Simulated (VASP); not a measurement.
# TaN (I4/mmm) in VASP: single point with r2SCAN

Aim: the single point of TaN with r2SCAN.

Everything below comes from runs of VASP 6.6.1. Logs are shortened: lines on timing, memory, paths and dates and some standing lists are left out, and cuts for length are marked.

## Step 1: The cell of the first run

It takes space group I4/mmm (No. 139, tetragonal). The conventional cell has a = 3.236 Å, b = 3.236 Å, c = 4.249 Å, α = 90.00°, β = 90.00°, γ = 90.00°. Within 2.8 Å of Ta (site symmetry 4/mmm) lie 6 N at 2.12 to 2.29 Å. N (site symmetry 4/mmm) has 6 Ta at 2.12 to 2.29 Å within 2.8 Å.

## Step 2: Single point, r2SCAN (strain +0.050 along x and y, -0.025 along z)

Contents of POSCAR:

```
TaN
1.0
    0.0000000000      2.2879500000      2.1245250000
    2.2879500000      0.0000000000      2.1245250000
    2.2879500000      2.2879500000      0.0000000000
Ta N
1 1
Direct
    0.5000000000      0.5000000000      0.5000000000
    0.0000000000      0.0000000000      0.0000000000
```

Contents of INCAR.step1:

```
SYSTEM = TaN
  ALGO = Normal
  EDIFF = 1E-4
  ENCUT = 520
  GGA = PE
  ISMEAR = 0
  LASPH = .TRUE.
  LCHARG = .FALSE.
  LREAL = .FALSE.
  LWAVE = .TRUE.
  NBANDS = 15
  NELM = 100
  PREC = Accurate
  SIGMA = 0.15
```

Contents of INCAR.step2:

```
SYSTEM = TaN
  ALGO = Normal
  EDIFF = 1E-6
  ENCUT = 520
  ISIF = 2
  ISMEAR = 0
  ISTART = 1
  LASPH = .TRUE.
  LCHARG = .TRUE.
  LELF = .TRUE.
  LMIXTAU = .TRUE.
  LREAL = .FALSE.
  LVHAR = .TRUE.
  LWAVE = .FALSE.
  METAGGA = R2SCAN
  NBANDS = 15
  NELM = 100
  PREC = Accurate
  SIGMA = 0.15
```

Contents of KPOINTS:

```
k-points
0
G
  18 18 18
  0 0 0
```

Potentials or basis: VASP PAW PBE potentials, release 64 (Ta_pv, N).

Run with:

```sh
$ cat potpaw_PBE.64/Ta_pv/POTCAR potpaw_PBE.64/N/POTCAR > POTCAR
$ cp INCAR.step1 INCAR
$ mpirun -np 1 vasp_std > vasp.out
$ cp INCAR.step2 INCAR
$ mpirun -np 1 vasp_std > vasp.out
```

OUTCAR:

```text
SYSTEM = TaN
   EDIFF = 1E-6
   ENCUT = 520
   ISIF = 2
   ISMEAR = 0
   ISTART = 1
   LASPH = .TRUE.
   LREAL = .FALSE.
   METAGGA = R2SCAN
   NELM = 100
   PREC = Accurate

 ion  position               nearest neighbor table
   1  0.500  0.500  0.500-   2 2.12   2 2.12   2 2.29   2 2.29   2 2.29   2 2.29
   2  0.000  0.000  0.000-   1 2.12   1 2.12   1 2.29   1 2.29   1 2.29   1 2.29

  LATTYP: Found a body centered tetragonal cell.
 ALAT       =     3.2356499200
 C/A-ratio  =     1.3131983079

  Lattice vectors:

 A1 = (   0.0000000000,  -2.2879500000,  -2.1245250000)
 A2 = (   0.0000000000,   2.2879500000,  -2.1245250000)
 A3 = (   2.2879500000,   0.0000000000,   2.1245250000)

Analysis of symmetry for initial positions (statically):
=====================================================================
 Subroutine PRICEL returns:
 Original cell was already a primitive cell.

 Routine SETGRP: Setting up the symmetry group for a
 body centered tetragonal supercell.

 Subroutine GETGRP returns: Found 16 space group operations
 (whereof 16 operations were pure point group operations)
 out of a pool of 16 trial point group operations.

The static configuration has the point symmetry D_4h.

Analysis of symmetry for dynamics (positions and initial velocities):
=====================================================================
 Subroutine PRICEL returns:
 Original cell was already a primitive cell.

 Routine SETGRP: Setting up the symmetry group for a
 body centered tetragonal supercell.

 Subroutine GETGRP returns: Found 16 space group operations
 (whereof 16 operations were pure point group operations)
 out of a pool of 16 trial point group operations.

The dynamic configuration has the point symmetry D_4h.

 Subroutine INISYM returns: Found 16 space group operations
 (whereof 16 operations are pure point group operations),
 and found     1 'primitive' translations

----------------------------------------------------------------------------------------

                                     Primitive cell

  volume of cell :      22.2426

  direct lattice vectors                    reciprocal lattice vectors
     0.000000000  2.287950000  2.124525000    -0.218536244  0.218536244  0.235346725
     2.287950000  0.000000000  2.124525000     0.218536244 -0.218536244  0.235346725
     2.287950000  2.287950000  0.000000000     0.218536244  0.218536244 -0.235346725

  length of vectors
     3.122230241  3.122230241  3.235649920     0.388463976  0.388463976  0.388463976

  position of ions in fractional coordinates (direct lattice)
     0.500000000  0.500000000  0.500000000
     0.000000000  0.000000000  0.000000000

  ion indices of the primitive-cell ions
   primitive index   ion index
                 1           1
                 2           2

----------------------------------------------------------------------------------------

 KPOINTS: k-points

Automatic generation of k-mesh.
 Grid dimensions read from file:
 generate k-points for:   18   18   18

 Generating k-lattice:

  Cartesian coordinates                     Fractional coordinates (reciprocal lattice)
    -0.012140902  0.012140902  0.013074818     0.055555556  0.000000000  0.000000000
     0.012140902 -0.012140902  0.013074818     0.000000000  0.055555556  0.000000000
     0.012140902  0.012140902 -0.013074818     0.000000000  0.000000000  0.055555556

  Length of vectors
     0.021581332  0.021581332  0.021581332

  Shift w.r.t. Gamma in fractional coordinates (k-lattice)
     0.000000000  0.000000000  0.000000000

 Subroutine IBZKPT returns following result:
 ===========================================

 Found    480 irreducible k-points:

 Following reciprocal coordinates:
            Coordinates               Weight
  0.000000  0.000000  0.000000      1.000000
  0.055556  0.000000  0.000000      8.000000
  0.111111  0.000000  0.000000      8.000000
  0.166667  0.000000  0.000000      8.000000
  0.222222  0.000000  0.000000      8.000000
  0.277778  0.000000  0.000000      8.000000
[... 16 lines left out ...]
 -0.277778  0.055556  0.000000      8.000000
 -0.222222  0.055556  0.000000      8.000000
 [... further k-points ...]
   k-points           NKPTS =    480   k-points in BZ     NKDIM =    480   number of bands    NBANDS=     15
   number of dos      NEDOS =    301   number of ions     NIONS =      2
   total plane-waves  NPLWV =  13824
   dimension x,y,z NGX =    24 NGY =   24 NGZ =   24
   dimension x,y,z NGXF=    48 NGYF=   48 NGZF=   48
   ions per type =               1   1
   NGX,Y,Z   is equivalent  to a cutoff of  12.78, 12.78, 12.33 a.u.
   NGXF,Y,Z  is equivalent  to a cutoff of  25.56, 25.56, 24.66 a.u.
 SYSTEM =  TaN
   PREC   = accura    normal or accurate (medium, high low for compatibility)
   ISTART =      1    job   : 0-new  1-cont  2-samecut
   ICHARG =      0    charge: 1-file 2-atom 10-const
   ISPIN  =      1    spin polarized calculation?
   LNONCOLLINEAR =      F non collinear calculations
   LSORBIT =      F    spin-orbit coupling
   LASPH  =      T    aspherical Exc in radial PAW
   ENCUT  =  520.0 eV  38.22 Ry    6.18 a.u.   5.81  5.81  6.02*2*pi/ulx,y,z
   NELM   =    100;   NELMIN=  2; NELMDL=  0     # of ELM steps
   EDIFF  = 0.1E-05   stopping-criterion for ELM
   LREAL  =      F    real-space projection
   EDIFFG = 0.1E-04   stopping-criterion for IOM
   NSW    =      0    number of steps for IOM
   IBRION =     -1    ionic relax: 0-MD 1-quasi-New 2-CG
   NFREE  =      0    steps in history (QN), initial steepest desc. (CG)
   ISIF   =      2    stress and relaxation
   ISYM   =      2    0-nonsym 1-usesym 2-fastsym
   POTIM  = 0.5000    time-step for ionic-motion
   TEBEG  =    0.0;   TEEND  =   0.0 temperature during run
   PSTRESS=    0.0 pullay stress
   NELECT =      16.0000    total number of electrons
   NUPDOWN=      -1.0000    fix difference up-down
   EMIN   =  10.00;   EMAX   =-10.00  energy-range for DOS
   EFERMI =   0.00;   METHOD = LEGACY
   ISMEAR =     0;   SIGMA  =   0.15  broadening in eV -4-tet -1-fermi 0-gaus
   EFERMI_NEDOS =   21; number of points for ismear=-14 and -15
   IALGO  =     38    algorithm
   IMIX   =      4    mixing-type and parameters
     AMIX     =   0.40;   BMIX     =  1.00
     AMIX_MAG =   1.60;   BMIX_MAG =  1.00
  volume/ion in A,a.u.               =      11.12        75.05
  Fermi-wavevector in a.u.,A,eV,Ry     =   1.466853  2.771950 29.275071  2.151657
  Thomas-Fermi vector in A             =   2.582541
   LORBIT       =      0    0 simple, 1 ext, 2 COOP (PROOUT), +10 PAW based schemes
   METAGGA = R2SCAN    functional components
   LHFCALC =     F    Hartree Fock is set to
   AEXX    =    0.0000 exact exchange contribution
   IVDW    =     0    specifies the selected vdW correction
   LEPSILON=     F    determine dielectric tensor
   LRPA    =     F    only Hartree local field effects (RPA)
 non-spin polarized calculation
 Gauss-broadening in eV      SIGMA  =   0.15
  energy-cutoff  :      520.00
  volume of cell :       22.24
 maximum number of plane-waves:       611
   NGX = 11   NGY = 11   NGZ = 13

 number of electron      16.0000000 magnetization

 Free energy of the ion-electron system (eV)
  ---------------------------------------------------
  ext. energy  EPLUGINS =         0.00000000
  ---------------------------------------------------
  free energy    TOTEN  =       -59.46376555 eV

  energy without entropy =      -59.45375725  energy(sigma->0) =      -59.45876140

 E-fermi :   9.1003     XC(G=0): -14.1613

 val. band max:        9.1000011778   @ k =  -0.3333   0.2222   0.4444
 cond. band min:       9.1064816450   @ k =   0.2778   0.0000   0.0000
 fundamental gap:      0.0064804672
 Fermi energy:         9.1002665190

 k-point     1 :       0.0000    0.0000    0.0000
  band No.  band energies     occupation
      1     -28.1162      2.00000
      2     -28.1162      2.00000
      3     -28.0774      2.00000
      4     -10.5623      2.00000
      5       4.9980      2.00000
      6       4.9980      2.00000
      7       5.2840      2.00000
      8       6.8288      2.00000
      9       6.8288      2.00000
     10       7.6511      2.00000
     11       8.6569      1.99997
     12       8.7605      1.99864
     13      11.6738      0.00000
     14      18.6155      0.00000
     15      19.1330      0.00000

 k-point     2 :       0.0556    0.0000    0.0000
  band No.  band energies     occupation
      1     -28.1337      2.00000
      2     -28.1196      2.00000
      3     -28.0851      2.00000
      4     -10.4918      2.00000
      5       4.6188      2.00000
      6       4.7283      2.00000
      7       4.9968      2.00000
      8       6.9842      2.00000
      9       7.0168      2.00000
     10       7.7291      2.00000
     11       8.9765      1.75676
     12       9.0406      1.42624
     13      11.9215      0.00000
     14      18.6155      0.00000
     15      19.3554      0.00000

 k-point     3 :       0.1111    0.0000    0.0000
  band No.  band energies     occupation
      1     -28.1974      2.00000
      2     -28.1295      2.00000
      3     -28.0933      2.00000
      4     -10.2860      2.00000
      5       3.7702      2.00000
      6       4.1468      2.00000
      7       4.3845      2.00000
      8       7.3355      2.00000
      9       7.3626      2.00000
     10       7.8984      2.00000
     11       9.7612      0.00000
     12       9.7705      0.00000
     13      12.5795      0.00000
     14      18.6155      0.00000
     15      19.9754      0.00000

 k-point     4 :       0.1667    0.0000    0.0000
  band No.  band energies     occupation
      1     -28.3002      2.00000
      2     -28.1445      2.00000
      3     -28.0990      2.00000
      4      -9.9623      2.00000
      5       2.7741      2.00000
      6       3.5026      2.00000
      7       3.6894      2.00000
      8       7.7454      2.00000
      9       7.8130      2.00000
     10       8.1563      2.00000
     11      10.7191      0.00000
     12      10.7740      0.00000
     13      13.4735      0.00000
     14      18.6153      0.00000
     15      20.8295      0.00000
[... 307 lines left out ...]
 k-point    22 :      -0.3333    0.0556    0.0000
  band No.  band energies     occupation
      1     -28.6921      2.00000
      2     -28.2005      2.00000
      3     -28.1424      2.00000
      4      -8.5542      2.00000
      5      -0.2064      2.00000
      6       1.8111      2.00000
      7       2.1381      2.00000
      8       9.1665      0.53247
      9       9.6833      0.00000
     10      10.2873      0.00000
     11      14.0179      0.00000
     12      14.5983      0.00000
     13      15.3060      0.00000
     14      18.6103      0.00000
     15      20.7324      0.00000

 k-point    23 :      -0.2778    0.0556    0.0000
  band No.  band energies     occupation
      1     -28.5798      2.00000
      2     -28.1810      2.00000
      3     -28.1388      2.00000
      4      -9.0051      2.00000
      5       0.5354      2.00000
      6       2.1635      2.00000
      7       2.6330      2.00000
      8       8.5440      2.00000
      9       8.9276      1.89652
     10       9.8407      0.00000
     11      13.4364      0.00000
     12      13.6947      0.00000
     13      14.5730      0.00000
     14      18.6130      0.00000
     15      21.2945      0.00000

 k-point    24 :      -0.2222    0.0556    0.0000
  band No.  band energies     occupation
      1     -28.4549      2.00000
      2     -28.1611      2.00000
      3     -28.1323      2.00000
      4      -9.4566      2.00000
      5       1.3818      2.00000
      6       2.6227      2.00000
      7       3.2166      2.00000
      8       8.0568      2.00000
      9       8.2320      2.00000
     10       9.3388      0.02451
     11      12.4745      0.00000
     12      12.6712      0.00000
     13      13.7901      0.00000
     14      18.6145      0.00000
     15      21.7065      0.00000

 [... further k-points ...]

------------------------ aborting loop because EDIFF is reached ----------------------------------------

  FORCE on cell =-STRESS in cart. coord.  units (eV):
  Direction    XX          YY          ZZ          XY          YZ          ZX
  --------------------------------------------------------------------------------------
  -------------------------------------------------------------------------------------
  Total       -2.9978710     -2.9978710      2.3910150      0.0000000      0.0000000      0.0000000
  in kB     -215.9427466   -215.9427466    172.2296724      0.0000000      0.0000000      0.0000000
  external PRESSURE =     -86.5519403 kB  Pullay stress =       0.0000000 kB

 VOLUME and BASIS-vectors are now :
 -----------------------------------------------------------------------------
  energy-cutoff  :      520.00
  volume of cell :       22.24
      direct lattice vectors                 reciprocal lattice vectors
     0.000000000  2.287950000  2.124525000    -0.218536244  0.218536244  0.235346725
     2.287950000  0.000000000  2.124525000     0.218536244 -0.218536244  0.235346725
     2.287950000  2.287950000  0.000000000     0.218536244  0.218536244 -0.235346725

 POSITION                                       TOTAL-FORCE (eV/Angst)
 -----------------------------------------------------------------------------------
      2.28795      2.28795      2.12453        -0.000000      0.000000      0.000000
      0.00000      0.00000      0.00000         0.000000     -0.000000     -0.000000
 -----------------------------------------------------------------------------------
    total drift:                                0.000000     -0.000000      0.000000

  FREE ENERGIE OF THE ION-ELECTRON SYSTEM (eV)
  ---------------------------------------------------
  free  energy   TOTEN  =       -59.4637655532 eV

  energy  without entropy=      -59.4537572534  energy(sigma->0) =      -59.45876140
```

Wall time 7.3 min (1 thread of Intel Xeon 8259CL, shared host); peak memory 0.28 GiB.

What came out:

- Free energy: -59.4638 eV
- Pressure: -8.7 GPa
- Band gap on the k mesh: zero (bands 8 and 9 overlap by 3.83 eV)

Levels at points of the mesh, in eV from the Fermi level:
| k point | band 5 | band 6 | band 7 | band 8 | band 9 | band 10 | band 11 | band 12 |
| --- | --- | --- | --- | --- | --- | --- | --- | --- |
| (0.00, 0.00, 0.00) | -4.10 | -4.10 | -3.82 | -2.27 | -2.27 | -1.45 | -0.44 | -0.34 |
| (0.50, 0.00, 0.00) | -10.46 | -7.75 | -7.70 | 1.44 | 2.16 | 2.18 | 3.88 | 6.51 |
| (0.50, 0.50, 0.00) | -6.44 | -5.40 | -5.12 | -5.12 | 2.19 | 3.30 | 3.30 | 4.42 |
| (0.50, 0.00, 0.50) | -7.20 | -5.21 | -4.86 | -4.62 | 1.72 | 2.84 | 3.67 | 4.49 |

Caveat: the cell differs from its parent crystal (strain +0.050 along x and y, -0.025 along z); the cell stands under tension; the PAW data sets were made with another functional, which shifts forces and pressure a little; spin-orbit coupling is left out, which moves the levels of the heavy elements.
